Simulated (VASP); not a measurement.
Here is a VASP 6.6.1 calculation.

The input INCAR:

```
SYSTEM = Zr2B3
PREC     = Accurate       ! precision mode
ENCUT    = 520            ! plane-wave cutoff, eV
EDIFF    = 1E-6           ! SCF threshold, eV
ISMEAR   = 0              ! smearing method
SIGMA    = 0.1            ! smearing width, eV
LREAL    = .False.        ! projectors in reciprocal space
LASPH    = .True.         ! aspherical terms in the spheres
NELM     = 150            ! most SCF steps
ALGO     = Fast           ! electronic algorithm
ISIF     = 2              ! what is computed and relaxed
LWAVE    = .False.        ! write WAVECAR
LCHARG   = .False.        ! write CHGCAR
ISPIN    = 2              ! spin polarisation
MAGMOM   = 1 1 1 1 0 0 0 0 0 0 ! initial moments
LORBIT   = 11             ! projections on sites
LMAXMIX  = 4              ! l up to which the mixer works
GGA      = PE             ! functional
NBANDS   = 48             ! bands
```

File KPOINTS:

```
regular mesh
0
Gamma
  6 4 4
  0 0 0
```

The input POSCAR:

```
Zr2B3
1.0
    3.6960748164      0.0000000000      0.0000000000
   -1.6372765797      4.6276696388      0.0000000000
   -1.0414891447     -0.5563323944      7.2007163363
Zr B
4 6
Direct
    0.7852856076      0.6839552676      0.6492831912
    0.9085641168      0.7284297014      0.1173401128
    0.2147143924      0.3160447324      0.3507168088
    0.0914358832      0.2715702986      0.8826598872
    0.7172117770      0.1560178975      0.5311488635
    0.5878859862      0.1203546706      0.1042256149
    0.2827882230      0.8439821025      0.4688511365
    0.4121140138      0.8796453294      0.8957743851
    0.4310683225      0.0478726221      0.6865959793
    0.5689316775      0.9521273779      0.3134040207
```

Potentials or basis: VASP PAW PBE potentials, release 64 (Zr_sv, B).

Command:

```console
$ cat potpaw_PBE.64/Zr_sv/POTCAR potpaw_PBE.64/B/POTCAR > POTCAR
$ mpirun -np 1 vasp_std > vasp.out
```

(1) What does it give for the pressure?

(2) Predict the band gap on the k mesh.

(3) Estimate the net moment.

## Answers

(1) 0.1 GPa.

(2) zero (filled and empty bands overlap).

(3) 0.00 μB per cell.
